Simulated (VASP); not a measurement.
Here is a VASP 6.6.1 calculation.

File INCAR:

```
SYSTEM = TaBr
  PREC = Accurate
  ENCUT = 520
  EDIFF = 1E-7
  ISMEAR = 0
  SIGMA = 0.1
  LREAL = .False.
  LASPH = .True.
  NELM = 150
  ALGO = Normal
  ISIF = 2
  LWAVE = .False.
  LCHARG = .True.
  ISPIN = 2
  MAGMOM = 1 0
  LORBIT = 11
  LMAXMIX = 4
  GGA = PE
  LELF = .True.
  LVHAR = .True.
  NBANDS = 20
```

Contents of KPOINTS:

```
Automatic mesh
0
Gamma
  6 6 6
  0 0 0
```

Contents of POSCAR:

```
TaBr
1.0
    0.0000000000      2.9113910456      2.9113910456
    2.9113910456      0.0000000000      2.9113910456
    2.9113910456      2.9113910456      0.0000000000
Ta Br
1 1
Direct
    0.0000000000      0.0000000000      0.0000000000
    0.7500000000      0.7500000000      0.7500000000
```

Potentials or basis: VASP PAW PBE potentials, release 64 (Ta_pv, Br).

Run with:

```console
$ cat potpaw_PBE.64/Ta_pv/POTCAR potpaw_PBE.64/Br/POTCAR > POTCAR
$ mpirun -np 1 vasp_std > vasp.out
```

(1) Predict the net moment.

(2) Estimate the band gap on the k mesh.

## Answers

(1) 0.00 μB per cell.

(2) zero (filled and empty bands overlap).

Caveat: spin-orbit coupling is left out, which moves the levels of the heavy elements.
